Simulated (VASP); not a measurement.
# Mo (Im-3m) in VASP: notebook, part 2 of 2

VASP 6.6.1. The steps go on from the part before.

**5. Single point, RPBE+D4**

This run uses another cell than the first one, of 15.35 Å³/atom, 0.966 times its volume.

The input, INCAR:

```
  PREC = Accurate
  ENCUT = 520
  EDIFF = 1E-7
  ISMEAR = -1
  SIGMA = 0.05
  LREAL = F
  LASPH = T
  NELM = 80
  ALGO = Normal
  ISIF = 2
  LWAVE = F
  LCHARG = T
  GGA = RP
  IVDW = 13
  LELF = T
  LVHAR = T
  NBANDS = 13
```

The input, KPOINTS:

```
Automatic mesh
0
Gamma
  12 12 12
```

The input, POSCAR:

```
Mo
1.0
   -1.5654498552      1.5654498552      1.5654498552
    1.5654498552     -1.5654498552      1.5654498552
    1.5654498552      1.5654498552     -1.5654498552
Mo
1
Direct
    0.0000000000      0.0000000000      0.0000000000
```

Potentials or basis: VASP PAW PBE potentials, release 64 (Mo_sv).

Launch:

```console
$ cat potpaw_PBE.64/Mo_sv/POTCAR > POTCAR
$ mpirun -np 1 vasp_std > vasp.out
```

OUTCAR:

```text
PREC = Accurate
   ENCUT = 520
   EDIFF = 1E-7
   ISMEAR = -1
   LREAL = F
   LASPH = T
   NELM = 80
   ISIF = 2
   GGA = RP
   IVDW = 13

 ion  position               nearest neighbor table
   1  0.000  0.000  0.000-

  LATTYP: Found a body centered cubic cell.
 ALAT       =     3.1308997104

  Lattice vectors:

 A1 = (  -1.5654498552,   1.5654498552,   1.5654498552)
 A2 = (   1.5654498552,  -1.5654498552,   1.5654498552)
 A3 = (   1.5654498552,   1.5654498552,  -1.5654498552)

Analysis of symmetry for initial positions (statically):
=====================================================================
 Subroutine PRICEL returns:
 Original cell was already a primitive cell.

 Routine SETGRP: Setting up the symmetry group for a
 body centered cubic supercell.

 Subroutine GETGRP returns: Found 48 space group operations
 (whereof 48 operations were pure point group operations)
 out of a pool of 48 trial point group operations.

The static configuration has the point symmetry O_h .

Analysis of symmetry for dynamics (positions and initial velocities):
=====================================================================
 Subroutine PRICEL returns:
 Original cell was already a primitive cell.

 Routine SETGRP: Setting up the symmetry group for a
 body centered cubic supercell.

 Subroutine GETGRP returns: Found 48 space group operations
 (whereof 48 operations were pure point group operations)
 out of a pool of 48 trial point group operations.

The dynamic configuration has the point symmetry O_h .

 Subroutine INISYM returns: Found 48 space group operations
 (whereof 48 operations are pure point group operations),
 and found     1 'primitive' translations

----------------------------------------------------------------------------------------

[... 114 lines left out ...]
   LORBIT       =      0    0 simple, 1 ext, 2 COOP (PROOUT), +10 PAW based schemes
   GGA     = RP    functional components
   LHFCALC =     F    Hartree Fock is set to
   AEXX    =    0.0000 exact exchange contribution
   IVDW    =    13    specifies the selected vdW correction
   LEPSILON=     F    determine dielectric tensor
   LRPA    =     F    only Hartree local field effects (RPA)
 non-spin polarized calculation
  energy-cutoff  :      520.00
  volume of cell :       15.35
 maximum number of plane-waves:       422
   NGX =  9   NGY =  9   NGZ =  9

 number of electron      13.9999998 magnetization

 Free energy of the ion-electron system (eV)
  ---------------------------------------------------
  ext. energy  EPLUGINS =         0.00000000
  ---------------------------------------------------
  free energy    TOTEN  =       -10.35265722 eV

  energy without entropy =      -10.35030772  energy(sigma->0) =      -10.35148247

 E-fermi :  12.9137     XC(G=0): -13.4301

 val. band max:       12.8450154940   @ k =  -0.1667   0.2500   0.0833
 cond. band min:      12.9402818400   @ k =   0.5000   0.5000   0.0833
 fundamental gap:      0.0952663460
 Fermi energy:        12.9136720293

 k-point     1 :       0.0000    0.0000    0.0000
  band No.  band energies     occupation
      1     -48.3352      2.00000
      2     -21.5580      2.00000
      3     -21.5580      2.00000
      4     -21.5580      2.00000
      5       5.6860      2.00000
      6      11.5644      2.00000
      7      11.5644      2.00000
      8      11.5644      2.00000
      9      14.6651      0.00000
     10      14.6651      0.00000
     11      27.8165      0.00000
     12      27.8165      0.00000
     13      27.8165      0.00000
[... 354 lines left out ...]
  band No.  band energies     occupation
      1     -48.0446      2.00000
      2     -22.9425      2.00000
      3     -22.1000      2.00000
      4     -21.6706      2.00000
      5       8.1266      2.00000
      6       9.4727      2.00000
      7      13.3278      0.00051
      8      14.8698      0.00000
      9      15.3797      0.00000
     10      19.4735      0.00000
     11      24.3098      0.00000
     12      25.5388      0.00000
     13      29.2749      0.00000

 [... further k-points ...]

------------------------ aborting loop because EDIFF is reached ----------------------------------------

  DFT-D4 for vdW energy calculation

  Edisp (eV):   -1.13767

  FORCE on cell =-STRESS in cart. coord.  units (eV):
  Direction    XX          YY          ZZ          XY          YZ          ZX
  --------------------------------------------------------------------------------------
  -------------------------------------------------------------------------------------
  Total       0.05795     0.05795     0.05795     0.00000    -0.00000     0.00000
  in kB       6.05084     6.05084     6.05084     0.00000    -0.00000     0.00000
  external pressure =        6.05 kB  Pullay stress =        0.00 kB

 VOLUME and BASIS-vectors are now :
 -----------------------------------------------------------------------------
  energy-cutoff  :      520.00
  volume of cell :       15.35
      direct lattice vectors                 reciprocal lattice vectors
    -1.565449855  1.565449855  1.565449855     0.000000000  0.319397008  0.319397008
     1.565449855 -1.565449855  1.565449855     0.319397008  0.000000000  0.319397008
     1.565449855  1.565449855 -1.565449855     0.319397008  0.319397008  0.000000000

 POSITION                                       TOTAL-FORCE (eV/Angst)
 -----------------------------------------------------------------------------------
      0.00000      0.00000      0.00000         0.000000      0.000000      0.000000
 -----------------------------------------------------------------------------------
    total drift:                                0.000000     -0.000000      0.000000

  FREE ENERGIE OF THE ION-ELECTRON SYSTEM (eV)
  ---------------------------------------------------
  free  energy   TOTEN  =       -11.4903261402 eV

  energy  without entropy=      -11.4879766365  energy(sigma->0) =      -11.48915139
```

OSZICAR:

```text
N       E                     dE             d eps       ncg     rms          rms(c)
DAV:   1     0.933358690168E+02    0.93336E+02   -0.81537E+03  1909   0.112E+03
DAV:   2    -0.978207144281E+01   -0.10312E+03   -0.99117E+02  2167   0.311E+02
DAV:   3    -0.109391645920E+02   -0.11571E+01   -0.11547E+01  2097   0.331E+01
DAV:   4    -0.109417712728E+02   -0.26067E-02   -0.26066E-02  2092   0.191E+00
DAV:   5    -0.109417884411E+02   -0.17168E-04   -0.17168E-04  2097   0.137E-01    0.148E+01
DAV:   6    -0.104307994672E+02    0.51099E+00   -0.64343E-01  1922   0.995E+00    0.434E+00
DAV:   7    -0.103551097685E+02    0.75690E-01   -0.15193E-01  2067   0.466E+00    0.919E-01
DAV:   8    -0.103525436719E+02    0.25661E-02   -0.41958E-03  1912   0.827E-01    0.177E-01
DAV:   9    -0.103526464534E+02   -0.10278E-03   -0.10623E-04  2197   0.131E-01    0.813E-02
DAV:  10    -0.103526563027E+02   -0.98493E-05   -0.19223E-05  1917   0.535E-02    0.753E-03
DAV:  11    -0.103526572942E+02   -0.99155E-06   -0.14377E-07  1893   0.422E-03    0.177E-03
DAV:  12    -0.103526571688E+02    0.12540E-06   -0.12362E-08   981   0.140E-03    0.105E-04
DAV:  13    -0.103526572192E+02   -0.50321E-07   -0.89041E-10   956   0.368E-04
   1 F= -.11490326E+02 E0= -.11489151E+02  d E =-.234950E-02
```

stdout:

```text
POSCAR found type information on POSCAR Mo
 POSCAR found :  1 types and       1 ions
 scaLAPACK will be used
 -----------------------------------------------------------------------------
|                                                                             |
|                                                                             |
|     You enforced a specific xc type in the INCAR file but a different       |
|     I HOPE YOU KNOW WHAT YOU ARE DOING!                                     |
|                                                                             |
 -----------------------------------------------------------------------------

 LDA part: xc-table for (Slater+PW92), standard interpolation
 POSCAR, INCAR and KPOINTS ok, starting setup
 FFT: planning ... GRIDC
 FFT: planning ... GRID_SOFT
 FFT: planning ... GRID
 WAVECAR not read
 entering main loop
```

It took 8.1 s on 1 thread of Intel Xeon Platinum 8488C (Sapphire Rapids), shared host; peak memory 0.13 GiB.

Results:

```
Free energy                : -11.4903 eV
Pressure                   : 0.6 GPa
Band gap on the k mesh     : zero (band 7 reaches 17.04 eV, above the bottom of band 8 at 11.56 eV)
Dispersion energy per atom : -1.138 eV
```

Levels at points of the mesh, in eV from the Fermi level:
| k point | band 4 | band 5 | band 6 | band 7 | band 8 | band 9 | band 10 | band 11 |
| --- | --- | --- | --- | --- | --- | --- | --- | --- |
| (0.00, 0.00, 0.00) | -34.47 | -7.23 | -1.35 | -1.35 | -1.35 | 1.75 | 1.75 | 14.90 |
| (0.50, 0.00, 0.00) | -34.48 | -5.38 | -3.44 | 1.75 | 1.79 | 2.43 | 4.91 | 12.00 |
| (0.50, 0.50, 0.50) | -35.49 | -5.53 | -5.53 | 4.12 | 4.12 | 4.12 | 9.27 | 9.27 |

Caveat: the PAW data sets were made with another functional, which shifts forces and pressure a little; pairwise dispersion overbinds metals, which lowers pressure and volume.

**6. Single point, PBE**

The input, INCAR:

```
SYSTEM = Mo
  PREC = Accurate
  ENCUT = 520
  EDIFF = 1E-6
  ISMEAR = 0
  SIGMA = 0.027000000000000003
  LREAL = .FALSE.
  LASPH = .TRUE.
  NELM = 60
  ALGO = Normal
  ISIF = 2
  LWAVE = .FALSE.
  LCHARG = .TRUE.
  GGA = PE
  LELF = .TRUE.
  LVHAR = .TRUE.
  NBANDS = 13
```

The input, KPOINTS:

```
regular mesh
0
G
  12 12 12
  0 0 0
```

The input, POSCAR:

```
Mo
1.0
   -1.5838089719      1.5838089719      1.5838089719
    1.5838089719     -1.5838089719      1.5838089719
    1.5838089719      1.5838089719     -1.5838089719
Mo
1
Direct
    0.0000000000      0.0000000000      0.0000000000
```

Potentials or basis: VASP PAW PBE potentials, release 64 (Mo_sv).

Launch:

```console
$ cat potpaw_PBE.64/Mo_sv/POTCAR > POTCAR
$ mpirun -np 1 vasp_std > vasp.out
```

OUTCAR:

```text
SYSTEM = Mo
   PREC = Accurate
   ENCUT = 520
   EDIFF = 1E-6
   ISMEAR = 0
   LREAL = .FALSE.
   LASPH = .TRUE.
   NELM = 60
   ISIF = 2
   GGA = PE

 ion  position               nearest neighbor table
   1  0.000  0.000  0.000-

  LATTYP: Found a body centered cubic cell.
 ALAT       =     3.1676179438

  Lattice vectors:

 A1 = (  -1.5838089719,   1.5838089719,   1.5838089719)
 A2 = (   1.5838089719,  -1.5838089719,   1.5838089719)
 A3 = (   1.5838089719,   1.5838089719,  -1.5838089719)

[... 553 lines left out ...]
      5       7.6694      2.00000
      6       8.9978      2.00000
      7      12.6196      0.00000
      8      14.1426      0.00000
      9      14.6273      0.00000
     10      18.5626      0.00000
     11      23.1689      0.00000
     12      24.7769      0.00000
     13      28.1434      0.00000

 [... further k-points ...]
[... 5 lines left out ...]
  --------------------------------------------------------------------------------------
  -------------------------------------------------------------------------------------
  Total       -0.1401856     -0.1401856     -0.1401856      0.0000000      0.0000000      0.0000000
  in kB      -14.1333664    -14.1333664    -14.1333664      0.0000000      0.0000000      0.0000000
  external PRESSURE =     -14.1333664 kB  Pullay stress =       0.0000000 kB

 VOLUME and BASIS-vectors are now :
 -----------------------------------------------------------------------------
  energy-cutoff  :      520.00
  volume of cell :       15.89
      direct lattice vectors                 reciprocal lattice vectors
    -1.583808972  1.583808972  1.583808972     0.000000000  0.315694638  0.315694638
     1.583808972 -1.583808972  1.583808972     0.315694638  0.000000000  0.315694638
     1.583808972  1.583808972 -1.583808972     0.315694638  0.315694638  0.000000000

 POSITION                                       TOTAL-FORCE (eV/Angst)
 -----------------------------------------------------------------------------------
      0.00000      0.00000      0.00000         0.000000      0.000000     -0.000000
 -----------------------------------------------------------------------------------
    total drift:                                0.000000     -0.000000      0.000000

  FREE ENERGIE OF THE ION-ELECTRON SYSTEM (eV)
  ---------------------------------------------------
  free  energy   TOTEN  =       -10.9498433694 eV

  energy  without entropy=      -10.9497009463  energy(sigma->0) =      -10.94977216
```

OSZICAR:

```text
N       E                     dE             d eps       ncg     rms          rms(c)
DAV:   1     0.916963592205E+02    0.91696E+02   -0.81471E+03  1912   0.110E+03
DAV:   2    -0.104138314612E+02   -0.10211E+03   -0.98128E+02  2152   0.307E+02
DAV:   3    -0.116077350809E+02   -0.11939E+01   -0.11912E+01  2082   0.331E+01
DAV:   4    -0.116104330340E+02   -0.26980E-02   -0.26979E-02  2107   0.194E+00
DAV:   5    -0.116104503298E+02   -0.17296E-04   -0.17297E-04  2107   0.138E-01    0.141E+01
DAV:   6    -0.110348384031E+02    0.57561E+00   -0.72485E-01  1922   0.104E+01    0.379E+00
DAV:   7    -0.109536323885E+02    0.81206E-01   -0.14824E-01  2057   0.449E+00    0.993E-01
DAV:   8    -0.109497612884E+02    0.38711E-02   -0.40561E-03  1952   0.811E-01    0.203E-01
DAV:   9    -0.109498321779E+02   -0.70890E-04   -0.10272E-04  2147   0.124E-01    0.831E-02
DAV:  10    -0.109498431884E+02   -0.11010E-04   -0.12879E-05  1937   0.419E-02    0.825E-03
DAV:  11    -0.109498433694E+02   -0.18095E-06   -0.12937E-07  1126   0.388E-03
   1 F= -.10949843E+02 E0= -.10949772E+02  d E =-.142423E-03
```

stdout:

```text
POSCAR found type information on POSCAR Mo
 POSCAR found :  1 types and       1 ions
 scaLAPACK will be used
 LDA part: xc-table for (Slater+PW92), standard interpolation
 POSCAR, INCAR and KPOINTS ok, starting setup
 FFT: planning ... GRIDC
 FFT: planning ... GRID_SOFT
 FFT: planning ... GRID
 WAVECAR not read
 entering main loop
```

Wall time 6.7 s (1 thread of Intel Xeon Platinum 8488C (Sapphire Rapids), shared host); peak memory 0.13 GiB.

Results:

| Quantity | Value |
| --- | --- |
| Free energy | -10.9498 eV |
| Pressure | -1.4 GPa |
| Band gap on the k mesh | zero (band 7 reaches 16.22 eV, above the bottom of band 8 at 11.00 eV) |

Levels at points of the mesh, in eV from the Fermi level:
```
           k point  band 3  band 4  band 5  band 6  band 7  band 8  band 9  band 10  band 11  band 12
(0.00, 0.00, 0.00)  -34.53  -34.53   -7.13   -1.28   -1.28   -1.28    1.68     1.68    14.86    14.86
(0.50, 0.00, 0.00)  -34.95  -34.54   -5.17   -3.27    1.62    1.70    2.32     4.68    11.45    11.98
(0.50, 0.50, 0.50)  -35.45  -35.45   -5.26   -5.26    3.94    3.94    3.94     8.99     8.99     8.99
```

**7. Overview**

```csv
task,level,cell,k mesh,cutoff (eV),smearing,gap on the mesh (eV),pressure (GPa)
relaxation of cell and atoms,RPBE+D3(BJ),"relaxed from a = 2.743 Å, angles 109.5°, 1 atom",12 × 12 × 12,600,fermi-dirac 0.05 eV,none,0.0
single point,PBE,"a = 2.743 Å, angles 109.5°, 1 atom",8 × 8 × 8,520,fermi-dirac 0.03 eV,none,-0.5
single point,BLYP+D3(BJ),"a = 2.709 Å, angles 109.5°, 1 atom",12 × 12 × 12,520,fermi-dirac 0.05 eV,none,1.1
single point,RPBE+D4,"a = 2.711 Å, angles 109.5°, 1 atom",12 × 12 × 12,520,fermi-dirac 0.05 eV,none,0.6
single point,PBE,"a = 2.743 Å, angles 109.5°, 1 atom",12 × 12 × 12,520,gaussian 0.027 eV,none,-1.4
```

Alike in all rows: potentials or basis VASP PAW PBE potentials, release 64 (Mo_sv); no spin polarisation.

Caveats: the PAW data sets were made with another functional, which shifts forces and pressure a little (some runs); pairwise dispersion overbinds metals, which lowers pressure and volume (some runs).

Total energies depend on the potentials used, so only differences within one code and one set of settings carry meaning.
